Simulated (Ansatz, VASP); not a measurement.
# HfH2: VASP beside Ansatz

Contents of INCAR:

```
ALGO     = Normal         # electronic algorithm
EDIFF    = 1E-6           # SCF threshold, eV
ENCUT    = 520            # plane-wave cutoff, eV
GGA      = CA             # functional
ISIF     = 2              # what is computed and relaxed
ISMEAR   = -1             # smearing method
LASPH    = True           # aspherical terms in the spheres
LCHARG   = False          # write CHGCAR
LREAL    = False          # projectors in reciprocal space
LWAVE    = False          # write WAVECAR
NBANDS   = 13             # bands
NELM     = 100            # most SCF steps
PREC     = Accurate       # precision mode
SIGMA    = 0.03           # smearing width, eV
```

The input KPOINTS:

```
k-points
0
Gamma
  12 12 12
```

Contents of POSCAR:

```
HfH2
1.0
   -1.7731066982      1.7731066982      2.2232657593
    1.7731066982     -1.7731066982      2.2232657593
    1.7731066982      1.7731066982     -2.2232657593
Hf H
1 2
Direct
    0.0000000000      0.0000000000      0.0000000000
    0.7500000000      0.2500000000      0.5000000000
    0.2500000000      0.7500000000      0.5000000000
```

Input for Ansatz:

```yaml
crystal:
  lattice:
    - [-1.7731066982, 1.7731066982, 2.2232657593]
    - [1.7731066982, -1.7731066982, 2.2232657593]
    - [1.7731066982, 1.7731066982, -2.2232657593]
  atoms:
    - { symbol: Hf, position: [0.0, 0.0, 0.0] }
    - { symbol: H, position: [0.75, 0.25, 0.5] }
    - { symbol: H, position: [0.25, 0.75, 0.5] }
kpoints:
  mp_grid: { grid: [12, 12, 12] }
  band_path:
    path:
      - [0.0, 0.0, 0.0]
      - [0.0, 0.0, 0.5]
      - [0.25, 0.25, 0.25]
      - [0.0, 0.5, 0.0]
      - [0.0, 0.0, 0.0]
      - [0.5, 0.5, -0.5]
      - [0.4090109348, 0.5909890652, -0.4090109348]
      - [-0.4090109348, 0.4090109348, 0.4090109348]
      - [0.0, 0.0, 0.0]
    npoints: 5
scf:
  occupations: { method: fermi_dirac, width: 0.03 }
hamiltonian:
  xc: lda
  pseudopotentials: { kind: all_electron, lapw: { basis_error: 0.0005 } }
output:
  forces: true
  stress: true
  eigenvalues: true
```

Change from the starting cell: volume scaled by 1.06.

Alike in both runs: task single point; functional LDA; k mesh 12 × 12 × 12; occupations fermi-dirac, width 0.03 eV; no spin polarisation.

```csv
,VASP,Ansatz
version,VASP 6.6.1,Ansatz 0.2.0
potentials or method,"VASP PAW LDA potentials, release 64 (Hf_pv, H), cutoff 520 eV","all-electron LAPW, scalar-relativistic"
```

```tsv
	VASP	Ansatz	Ansatz less VASP
pressure (GPa)	-15.3	-15.1	+0.22
traceless stress, the component that is largest in VASP (GPa)	-0.10	-0.12	-0.027
```

LDA's correlation is that of Perdew and Zunger in VASP and of Perdew and Wang (1992) in Ansatz. Ansatz ran all-electron here, and VASP with PAW potentials.

Spin-orbit coupling is off throughout.
